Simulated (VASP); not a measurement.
Write the native input for VASP 6.6.1 that does the following.

```yaml
Task: single point
Functional: PBEsol
Potentials_or_basis: VASP PAW PBE potentials, release 64 (Sb, In_d)
Cutoff: 500 eV
k_mesh: 5 × 5 × 5
Occupations: gaussian, width 0.01 eV
Spin: no spin polarisation
Dipole_correction: no
Further_INCAR_settings: ALGO = Normal; EDIFF = 1e-06; NBANDS = 30
```

The structure of In3Sb lies in POSCAR:

```
In3Sb
1.0
    0.0000000000      3.7286613877      3.7286613877
    3.7286613877      0.0000000000      3.7286613877
    3.7286613877      3.7286613877      0.0000000000
Sb In
1 3
Direct
    0.0000000000      0.0000000000      0.0000000000
    0.5000000000      0.5000000000      0.5000000000
    0.2500000000      0.2500000000      0.2500000000
    0.7500000000      0.7500000000      0.7500000000
```

The input as run:

INCAR

```
SYSTEM = In3Sb
ALGO = Normal ; EDIFF = 1E-6
ENCUT = 500 ; GGA = PS
GGA_COMPAT = .FALSE. ; ISIF = 2
ISMEAR = 0 ; LASPH = .TRUE.
LCHARG = .FALSE. ; LREAL = .FALSE.
LWAVE = .FALSE. ; NBANDS = 30
NELM = 120 ; PREC = Accurate
SIGMA = 0.01
```

KPOINTS

```
k-points
0
G
  5 5 5
  0 0 0
```

Potentials or basis: VASP PAW PBE potentials, release 64 (Sb, In_d).

Run with:

```console
$ cat potpaw_PBE.64/Sb/POTCAR potpaw_PBE.64/In_d/POTCAR > POTCAR
$ mpirun -np 1 vasp_std > vasp.out
```

Results of the run:

| Item | Value |
| --- | --- |
| Pressure | -0.1 GPa |
| Band gap on the k mesh | zero (bands 22 and 23 overlap by 2.77 eV) |

Caveat: the PAW data sets were made with another functional, which shifts forces and pressure a little; spin-orbit coupling is left out, which moves the levels of the heavy elements.

It took 21 s on 1 thread of AMD EPYC 9R45 96-Core Processor (Zen 5), with other jobs on the host, peak memory 0.21 GiB.
